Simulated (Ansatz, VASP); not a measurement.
# MgSiN: VASP beside Ansatz

```
Mg Si N
1.0
     3.43500    0.00000    0.00000
     0.00000    3.43500    0.00000
     0.00000    0.00000    7.65698
Mg Si N
2 2 2
Direct
  0.50000 0.00000 0.15550
  0.00000 0.50000 0.84450
  0.50000 0.00000 0.52749
  0.00000 0.50000 0.47251
  0.50000 0.50000 0.00000
  0.00000 0.00000 0.00000
```

Change from the starting cell: species swapped into the CeClO type (P4/nmm, No. 129).

Alike in both runs: task relaxation of cell and atoms; functional PBE; k mesh 12 × 12 × 6; occupations gaussian, width 0.1 eV; no spin polarisation.

|  | VASP | Ansatz |
| --- | --- | --- |
| version | VASP 6.6.1 | Ansatz 0.2.0 |
| potentials or method | VASP PAW PBE potentials, release 64 (Mg, Si, N), cutoff 600 eV | scalar-relativistic, plane waves, PAW |
| valence electrons in the cell | 22 | 38 |

```tsv
	VASP	Ansatz	Ansatz less VASP
gap on the k mesh at the Fermi level, each at its own relaxed structure (eV)	none	none	-
relaxed volume (Å³/atom)	14.77	14.89	+0.122
relaxed length of the cell vector where the two differ most in proportion (Å)	7.581	7.617	+0.0354
```

A gap of «none» marks a metal or a gap that the smearing closes. VASP's potentials hold 22 valence electrons a cell and Ansatz's 38, so a difference there can come from the potentials and not from the codes.
